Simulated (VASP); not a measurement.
# MgCdS4 (P4/mmm) in VASP: a series of runs

MgCdS4 is run at these levels: PBE; tasks: single point.

Program: VASP 6.6.1. These are calculated values, not measurements. Logs are shortened: lines on timing, memory, paths and dates and some standing lists are left out, and cuts for length are marked.

## 1. The cell of the first run

The structure is tetragonal, space group P4/mmm (No. 123). The conventional cell has a = 6.041 Å, b = 6.041 Å, c = 3.804 Å, α = 90.00°, β = 90.00°, γ = 90.00°. Mg (site symmetry 4/mmm) has 8 S at 2.75 Å within 3.6 Å. Within 4.9 Å of Cd (site symmetry 4/mmm) lie 16 S at 3.72 Å and 2 Cd at 3.80 Å and 4 Mg at 4.27 Å. S (site symmetry m2m) has 3 S at 2.08 to 2.80 Å and 2 Mg at 2.75 Å within 2.9 Å.

The cell was built from a structure type or drawn by symmetry, and may not be a known phase.

## 2. Single point, PBE

File INCAR:

```
PREC = Accurate
ENCUT = 750
EDIFF = 1E-6
ISMEAR = 0
SIGMA = 0.1
LREAL = F
LASPH = T
NELM = 120
ALGO = Normal
ISIF = 2
LWAVE = F
LCHARG = F
GGA = PE
NBANDS = 36
GGA_COMPAT = F
```

File KPOINTS:

```
Automatic mesh
0
Gamma
  4 4 4
```

File POSCAR:

```
MgCdS4
1.0
    6.0412136385      0.0000000000      0.0000000000
    0.0000000000      6.0412136385      0.0000000000
    0.0000000000      0.0000000000      3.8041313563
Mg Cd S
1 1 4
Direct
    0.0000000000      0.0000000000      0.5000000000
    0.5000000000      0.5000000000      0.5000000000
    0.6719086736      0.0000000000      0.0000000000
    0.3280913264      0.0000000000      0.0000000000
    0.0000000000      0.3280913264      0.0000000000
    0.0000000000      0.6719086736      0.0000000000
```

Potentials or basis: VASP PAW PBE potentials, release 64 (Mg_sv, Cd_sv_GW, S).

Launch:

```sh
$ cat potpaw_PBE.64/Mg_sv/POTCAR potpaw_PBE.64/Cd_sv_GW/POTCAR potpaw_PBE.64/S/POTCAR > POTCAR
$ mpirun -np 1 vasp_std > vasp.out
```

OUTCAR:

```text
PREC = Accurate
   ENCUT = 750
   EDIFF = 1E-6
   ISMEAR = 0
   LREAL = F
   LASPH = T
   NELM = 120
   ISIF = 2
   GGA = PE

 ion  position               nearest neighbor table
   1  0.000  0.000  0.500-
   2  0.500  0.500  0.500-
   3  0.672  0.000  0.000-   4 2.08
   4  0.328  0.000  0.000-   3 2.08
   5  0.000  0.328  0.000-   6 2.08
   6  0.000  0.672  0.000-   5 2.08

  LATTYP: Found a simple tetragonal cell.
 ALAT       =     6.0412136385
 C/A-ratio  =     0.6296965451

  Lattice vectors:

 A1 = (   6.0412136385,   0.0000000000,   0.0000000000)
 A2 = (   0.0000000000,   6.0412136385,   0.0000000000)
 A3 = (   0.0000000000,   0.0000000000,   3.8041313563)

Analysis of symmetry for initial positions (statically):
=====================================================================
 Subroutine PRICEL returns:
 Original cell was already a primitive cell.

 Routine SETGRP: Setting up the symmetry group for a
 simple tetragonal supercell.

 Subroutine GETGRP returns: Found 16 space group operations
 (whereof 16 operations were pure point group operations)
 out of a pool of 16 trial point group operations.

The static configuration has the point symmetry D_4h.

Analysis of symmetry for dynamics (positions and initial velocities):
=====================================================================
 Subroutine PRICEL returns:
 Original cell was already a primitive cell.

 Routine SETGRP: Setting up the symmetry group for a
 simple tetragonal supercell.

 Subroutine GETGRP returns: Found 16 space group operations
 (whereof 16 operations were pure point group operations)
 out of a pool of 16 trial point group operations.

The dynamic configuration has the point symmetry D_4h.

 Subroutine INISYM returns: Found 16 space group operations
 (whereof 16 operations are pure point group operations),
 and found     1 'primitive' translations

----------------------------------------------------------------------------------------

                                     Primitive cell

  volume of cell :     138.8366

  direct lattice vectors                    reciprocal lattice vectors
     6.041213639  0.000000000  0.000000000     0.165529653  0.000000000  0.000000000
     0.000000000  6.041213639  0.000000000     0.000000000  0.165529653  0.000000000
     0.000000000  0.000000000  3.804131356     0.000000000  0.000000000  0.262872100

  length of vectors
     6.041213639  6.041213639  3.804131356     0.165529653  0.165529653  0.262872100

  position of ions in fractional coordinates (direct lattice)
     0.000000000  0.000000000  0.500000000
     0.500000000  0.500000000  0.500000000
     0.671908674  0.000000000  0.000000000
     0.328091326  0.000000000  0.000000000
     0.000000000  0.328091326  0.000000000
     0.000000000  0.671908674  0.000000000

  ion indices of the primitive-cell ions
   primitive index   ion index
                 1           1
                 2           2
                 3           3
                 4           4
                 5           5
                 6           6

----------------------------------------------------------------------------------------

 KPOINTS: Automatic mesh

Automatic generation of k-mesh.
 Grid dimensions read from file:
 generate k-points for:    4    4    4

 Generating k-lattice:

  Cartesian coordinates                     Fractional coordinates (reciprocal lattice)
     0.041382413  0.000000000  0.000000000     0.250000000  0.000000000  0.000000000
     0.000000000  0.041382413  0.000000000     0.000000000  0.250000000  0.000000000
     0.000000000  0.000000000  0.065718025     0.000000000  0.000000000  0.250000000

  Length of vectors
     0.041382413  0.041382413  0.065718025

  Shift w.r.t. Gamma in fractional coordinates (k-lattice)
     0.000000000  0.000000000  0.000000000

 Subroutine IBZKPT returns following result:
 ===========================================

 Found     18 irreducible k-points:

 Following reciprocal coordinates:
            Coordinates               Weight
  0.000000  0.000000  0.000000      1.000000
  0.250000  0.000000  0.000000      4.000000
  0.500000  0.000000  0.000000      2.000000
  0.250000  0.250000  0.000000      4.000000
  0.500000  0.250000  0.000000      4.000000
  0.500000  0.500000  0.000000      1.000000
[... 10 lines left out ...]
  0.500000  0.250000  0.500000      4.000000
  0.500000  0.500000  0.500000      1.000000
   k-points           NKPTS =     18   k-points in BZ     NKDIM =     18   number of bands    NBANDS=     36
   number of dos      NEDOS =    301   number of ions     NIONS =      6
   total plane-waves  NPLWV = 104976
   dimension x,y,z NGX =    54 NGY =   54 NGZ =   36
   dimension x,y,z NGXF=   108 NGYF=  108 NGZF=   72
   ions per type =               1   1   4
   NGX,Y,Z   is equivalent  to a cutoff of  14.86, 14.86, 15.73 a.u.
   NGXF,Y,Z  is equivalent  to a cutoff of  29.72, 29.72, 31.47 a.u.
 SYSTEM =  unknown system
   PREC   = accura    normal or accurate (medium, high low for compatibility)
   ISTART =      0    job   : 0-new  1-cont  2-samecut
   ICHARG =      2    charge: 1-file 2-atom 10-const
   ISPIN  =      1    spin polarized calculation?
   LNONCOLLINEAR =      F non collinear calculations
   LSORBIT =      F    spin-orbit coupling
   LASPH  =      T    aspherical Exc in radial PAW
   ENCUT  =  750.0 eV  55.12 Ry    7.42 a.u.  13.49 13.49  8.49*2*pi/ulx,y,z
   NELM   =    120;   NELMIN=  2; NELMDL= -5     # of ELM steps
   EDIFF  = 0.1E-05   stopping-criterion for ELM
   LREAL  =      F    real-space projection
   EDIFFG = 0.1E-04   stopping-criterion for IOM
   NSW    =      0    number of steps for IOM
   IBRION =     -1    ionic relax: 0-MD 1-quasi-New 2-CG
   NFREE  =      0    steps in history (QN), initial steepest desc. (CG)
   ISIF   =      2    stress and relaxation
   ISYM   =      2    0-nonsym 1-usesym 2-fastsym
   POTIM  = 0.5000    time-step for ionic-motion
   TEBEG  =    0.0;   TEEND  =   0.0 temperature during run
   PSTRESS=    0.0 pullay stress
   NELECT =      54.0000    total number of electrons
   NUPDOWN=      -1.0000    fix difference up-down
   EMIN   =  10.00;   EMAX   =-10.00  energy-range for DOS
   EFERMI =   0.00;   METHOD = LEGACY
   ISMEAR =     0;   SIGMA  =   0.10  broadening in eV -4-tet -1-fermi 0-gaus
   EFERMI_NEDOS =   21; number of points for ismear=-14 and -15
   IALGO  =     38    algorithm
   IMIX   =      4    mixing-type and parameters
     AMIX     =   0.40;   BMIX     =  1.00
     AMIX_MAG =   1.60;   BMIX_MAG =  1.00
  volume/ion in A,a.u.               =      23.14       156.15
  Fermi-wavevector in a.u.,A,eV,Ry     =   1.195010  2.258241 19.429777  1.428048
  Thomas-Fermi vector in A             =   2.330986
   LORBIT       =      0    0 simple, 1 ext, 2 COOP (PROOUT), +10 PAW based schemes
   GGA     = PE    functional components
   LHFCALC =     F    Hartree Fock is set to
   AEXX    =    0.0000 exact exchange contribution
   IVDW    =     0    specifies the selected vdW correction
   LEPSILON=     F    determine dielectric tensor
   LRPA    =     F    only Hartree local field effects (RPA)
 non-spin polarized calculation
 Gauss-broadening in eV      SIGMA  =   0.10
  energy-cutoff  :      750.00
  volume of cell :      138.84
 maximum number of plane-waves:      6512
 NGX is ok and might be reduce to    54
   NGX = 27   NGY = 27   NGZ = 17

 number of electron      53.9999988 magnetization

 Free energy of the ion-electron system (eV)
  ---------------------------------------------------
  ext. energy  EPLUGINS =         0.00000000
  ---------------------------------------------------
  free energy    TOTEN  =       -18.61666213 eV

  energy without entropy =      -18.60058212  energy(sigma->0) =      -18.60862212

 E-fermi :   3.5728     XC(G=0):  -9.1738

 val. band max:        3.5668404931   @ k =   0.5000   0.2500   0.5000
 cond. band min:       3.5852485991   @ k =   0.5000   0.0000   0.2500
 fundamental gap:      0.0184081060
 Fermi energy:         3.5728077177

 k-point     1 :       0.0000    0.0000    0.0000
  band No.  band energies     occupation
      1     -97.9899      2.00000
      2     -72.8999      2.00000
      3     -59.0436      2.00000
      4     -59.0436      2.00000
      5     -59.0395      2.00000
      6     -39.6744      2.00000
[... 28 lines left out ...]
     35       9.0092      0.00000
     36       9.6266      0.00000

 k-point     2 :       0.2500    0.0000    0.0000
  band No.  band energies     occupation
      1     -97.9899      2.00000
      2     -72.8999      2.00000
      3     -59.0436      2.00000
      4     -59.0436      2.00000
      5     -59.0395      2.00000
      6     -39.6744      2.00000
[... 28 lines left out ...]
     35       9.5492      0.00000
     36      10.1081      0.00000

 k-point     3 :       0.5000    0.0000    0.0000
  band No.  band energies     occupation
      1     -97.9899      2.00000
      2     -72.8999      2.00000
      3     -59.0436      2.00000
      4     -59.0436      2.00000
      5     -59.0395      2.00000
      6     -39.6743      2.00000
[... 28 lines left out ...]
     35       9.6300      0.00000
     36      10.5250      0.00000
[... 508 lines left out ...]
 k-point    17 :       0.5000    0.2500    0.5000
  band No.  band energies     occupation
      1     -97.9899      2.00000
      2     -72.8998      2.00000
      3     -59.0436      2.00000
      4     -59.0436      2.00000
      5     -59.0404      2.00000
      6     -39.6766      2.00000
[... 28 lines left out ...]
     35       9.1893      0.00000
     36      10.6872      0.00000

 k-point    18 :       0.5000    0.5000    0.5000
  band No.  band energies     occupation
      1     -97.9899      2.00000
      2     -72.8997      2.00000
      3     -59.0436      2.00000
      4     -59.0436      2.00000
      5     -59.0404      2.00000
      6     -39.6765      2.00000
[... 28 lines left out ...]
     35       9.0730      0.00000
     36       9.0987      0.00000

------------------------ aborting loop because EDIFF is reached ----------------------------------------

  FORCE on cell =-STRESS in cart. coord.  units (eV):
  Direction    XX          YY          ZZ          XY          YZ          ZX
  --------------------------------------------------------------------------------------
  -------------------------------------------------------------------------------------
  Total       -0.3027026     -0.3027026     -0.1501091      0.0000000      0.0000000      0.0000000
  in kB       -3.4931952     -3.4931952     -1.7322624      0.0000000      0.0000000      0.0000000
  external PRESSURE =      -2.9062176 kB  Pullay stress =       0.0000000 kB

 VOLUME and BASIS-vectors are now :
 -----------------------------------------------------------------------------
  energy-cutoff  :      750.00
  volume of cell :      138.84
      direct lattice vectors                 reciprocal lattice vectors
     6.041213639  0.000000000  0.000000000     0.165529653  0.000000000  0.000000000
     0.000000000  6.041213639  0.000000000     0.000000000  0.165529653  0.000000000
     0.000000000  0.000000000  3.804131356     0.000000000  0.000000000  0.262872100

 POSITION                                       TOTAL-FORCE (eV/Angst)
 -----------------------------------------------------------------------------------
      0.00000      0.00000      1.90207         0.000000      0.000000      0.000000
      3.02061      3.02061      1.90207         0.000000      0.000000      0.000000
      4.05914      0.00000      0.00000        -0.092338     -0.000000      0.000000
      1.98207      0.00000      0.00000         0.092338      0.000000      0.000000
      0.00000      1.98207      0.00000        -0.000000      0.092338      0.000000
      0.00000      4.05914      0.00000        -0.000000     -0.092338     -0.000000
 -----------------------------------------------------------------------------------
    total drift:                                0.000000      0.000000      0.000000

  FREE ENERGIE OF THE ION-ELECTRON SYSTEM (eV)
  ---------------------------------------------------
  free  energy   TOTEN  =       -18.6166621258 eV

  energy  without entropy=      -18.6005821183  energy(sigma->0) =      -18.60862212
```

Wall time 99 s (1 thread of Intel Xeon 6975P-C (Granite Rapids), shared host); peak memory 0.41 GiB.

Results:

- Free energy: -18.6167 eV
- Pressure: -0.3 GPa
- Largest force: 0.092 eV/Å
- Band gap on the k mesh: zero (bands 27 and 28 overlap by 0.59 eV)

Forces on the atoms (eV/Å):
```
Mg   0.000  0.000  0.000
Cd   0.000  0.000  0.000
S   -0.092  0.000  0.000
S    0.092  0.000  0.000
S    0.000  0.092  0.000
S    0.000 -0.092  0.000
```

Caveat: the k points lie up to 0.41 Å⁻¹ apart, too coarse for converged energies and pressures of a metal; semilocal functionals underestimate gaps, so a narrow gap can read as zero.

## 3. Single point, PBE

This run uses another cell than the first one, of 25.89 Å³/atom.

File INCAR:

```
PREC = Accurate
ENCUT = 750
EDIFF = 1E-6
ISMEAR = 0
SIGMA = 0.1
LREAL = False
LASPH = True
NELM = 120
ALGO = Normal
ISIF = 2
LWAVE = False
LCHARG = False
GGA = PE
NBANDS = 36
GGA_COMPAT = False
```

File KPOINTS:

```
regular mesh
0
Gamma
  4 4 4
```

File POSCAR:

```
MgCdS4
1.0
    5.9642590300      0.0000000000      0.0000000000
    0.0000000000      5.9642590300      0.0000000000
    0.0000000000      0.0000000000      4.3668123100
Mg Cd S
1 1 4
Direct
    0.0000000000      0.0000000000      0.5000000000
    0.5000000000      0.5000000000      0.5000000000
    0.6596910700      0.0000000000      0.0000000000
    0.3403089300      0.0000000000      0.0000000000
    0.0000000000      0.3403089300      0.0000000000
    0.0000000000      0.6596910700      0.0000000000
```

Potentials or basis: VASP PAW PBE potentials, release 64 (Mg_sv, Cd_sv_GW, S).

Launch:

```sh
$ cat potpaw_PBE.64/Mg_sv/POTCAR potpaw_PBE.64/Cd_sv_GW/POTCAR potpaw_PBE.64/S/POTCAR > POTCAR
$ mpirun -np 1 vasp_std > vasp.out
```

Wall time 1.7 min (1 thread of AMD EPYC 9R45 (Zen 5), shared host); peak memory 0.43 GiB.

It converged, with:

```
Free energy            : -17.9324 eV
Pressure               : 1.1 GPa
Largest force          : 2.346 eV/Å
Band gap on the k mesh : zero (bands 27 and 28 overlap by 0.18 eV)
```

Forces on the atoms (eV/Å):
```
Mg   0.000  0.000  0.000
Cd   0.000  0.000  0.000
S    2.346  0.000  0.000
S   -2.346  0.000  0.000
S    0.000 -2.346  0.000
S    0.000  2.346  0.000
```

Stress tensor (GPa, compression positive):
```
 3.84  0.00  0.00
 0.00  3.84  0.00
 0.00  0.00 -4.40
```

Levels at points of the mesh, in eV from the Fermi level:
```tsv
k point	band 24	band 25	band 26	band 27	band 28	band 29	band 30	band 31
(0.00, 0.00, 0.00)	-2.69	-1.79	-0.75	-0.75	1.24	2.02	3.51	3.51
(0.50, 0.00, 0.00)	-0.85	-0.77	-0.75	-0.52	-0.05	0.73	1.93	3.90
(0.50, 0.50, 0.00)	-2.10	-0.53	-0.34	-0.04	-0.04	0.41	2.24	2.30
(0.00, 0.00, 0.50)	-2.57	-1.90	-1.90	-0.07	1.13	1.90	2.05	3.75
(0.50, 0.00, 0.50)	-2.08	-1.80	-0.42	-0.33	0.03	2.58	2.96	2.98
(0.50, 0.50, 0.50)	-2.83	-0.99	-0.21	0.13	0.13	0.35	3.78	4.03
```

Caveat: semilocal functionals underestimate gaps, so a narrow gap can read as zero; forces of over 1 eV/Å act on the atoms, so gaps and moduli don't describe the material at rest.
